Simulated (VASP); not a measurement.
Set up this calculation in VASP 6.6.1, as the native input.

- Task: single point
- Functional: PBE
- Potentials or basis: VASP PAW PBE potentials, release 64 (Si, S)
- Cutoff: 520 eV
- k mesh: 7 × 7 × 1
- Occupations: gaussian, width 0.05 eV
- Spin: collinear spin, ferromagnetic start
- Starting moments: [0.0, 0.0, 0.0, 0.0, 2.0] μB
- Dipole correction: yes
- Further INCAR settings: ALGO = Normal; EDIFF = 1e-07; NBANDS = 23

The structure of Si4S lies in POSCAR:

```
Si4S
1.0
    3.8675355712      0.0000000000      0.0000000000
    0.0000000000      3.8675355712      0.0000000000
    0.0000000000      0.0000000000     19.6115149722
Si S
4 1
Direct
    0.0000000000      0.5000000000      0.2039618054
    0.0000000000      0.0000000000      0.2736851448
    0.5000000000      0.0000000000      0.3452315372
    0.5000000000      0.5000000000      0.4136098095
    0.8333333333      0.8333333333      0.4693358145
```

One way to write it, as run:

INCAR

```
SYSTEM = Si4S
ALGO = Normal
DIPOL = 0.5 0.5 0.341
EDIFF = 1E-7
ENCUT = 520
GGA = PE
IDIPOL = 3
ISIF = 2
ISMEAR = 0
ISPIN = 2
LASPH = .True.
LCHARG = .False.
LDIPOL = .True.
LORBIT = 11
LREAL = .False.
LWAVE = .False.
MAGMOM = 0 0 0 0 2
NBANDS = 23
NELM = 150
PREC = Accurate
SIGMA = 0.05
```

KPOINTS

```
k-points
0
Gamma
  7 7 1
  0 0 0
```

Potentials or basis: VASP PAW PBE potentials, release 64 (Si, S).

Launch:

```console
$ cat potpaw_PBE.64/Si/POTCAR potpaw_PBE.64/S/POTCAR > POTCAR
$ mpirun -np 1 vasp_std > vasp.out
```

It gave:

```yaml
Largest_force: 1.351 eV/Å
Band_gap_on_the_k_mesh: zero (filled and empty bands overlap)
Net_moment: 0.00 μB per cell
Valence_electrons_inside_the_program's_atomic_spheres: Si 1.57, 1.67, 1.65; S 3.65
```

Run time: 8.7 min on 1 thread of Intel(R) Xeon(R) Platinum 8559C (Emerald Rapids), with other jobs on the host, peak memory 0.58 GiB.
